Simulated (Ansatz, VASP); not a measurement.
**One calculation of PbO, two programs**

File INCAR:

```
ALGO = Normal ; EDIFF = 1E-7
EDIFFG = -0.02 ; ENCUT = 520
GGA = PE ; IBRION = 2
ISIF = 2 ; ISMEAR = -1
LASPH = T ; LCHARG = F
LREAL = F ; LWAVE = F
NELM = 60 ; NSW = 80
PREC = Accurate ; SIGMA = 0.01
```

KPOINTS

```
k-points
0
Gamma
  8 8 7
```

File POSCAR:

```
PbO
1.0
    3.9744000000      0.0000000000      0.0000000000
    0.0000000000      3.9744000000      0.0000000000
    0.0000000000      0.0000000000      5.0220000000
Pb O
2 2
Direct
    0.0000000000      0.5000000000      0.2351000000
    0.5000000000      0.0000000000      0.7649000000
    0.0000000000      0.0000000000      0.0000000000
    0.5000000000      0.5000000000      0.0000000000
```

Input for Ansatz:

```yaml
crystal:
  lattice:
    - [3.9744, 0.0, 0.0]
    - [0.0, 3.9744, 0.0]
    - [0.0, 0.0, 5.022]
  atoms:
    - { symbol: Pb, position: [0.0, 0.5, 0.2351] }
    - { symbol: Pb, position: [0.5, 0.0, 0.7649] }
    - { symbol: O, position: [0.0, 0.0, 0.0] }
    - { symbol: O, position: [0.5, 0.5, 0.0] }
kpoints:
  mp_grid: { grid: [8, 8, 7] }
scf:
  occupations: { method: fermi_dirac, width: 0.01 }
hamiltonian:
  xc: pbe
  pseudopotentials: { kind: paw }
output:
  forces: true
  stress: true
  populations: true
  efg: { quadrupole_moments_barn: { O: -0.02558 }, contact_densities: true }
  write_density: true
  write_potential: true
  elf: true
  volumetric_format: npy
relax:
  f_tol: 0.02
  max_steps: 60
```

Alike in both runs: task relaxation of the atoms; functional PBE; k mesh 8 × 8 × 7; occupations fermi-dirac, width 0.01 eV; no spin polarisation.

```csv
,VASP,Ansatz
version,VASP 6.6.1,Ansatz 0.2.0
potentials or method,"VASP PAW PBE potentials, release 64 (Pb_d, O)","plane-wave PAW, scalar-relativistic"
plane-wave cutoff (eV),520,420
valence electrons in the cell,40,40
```

|  | VASP | Ansatz | Ansatz less VASP |
| --- | --- | --- | --- |
| gap on the k mesh at the Fermi level, each at its own relaxed structure (eV) | 1.11 | 1.11 | +0.007 |

Ansatz's warnings: stress scf threshold loose.

Neither program's run includes spin-orbit coupling.
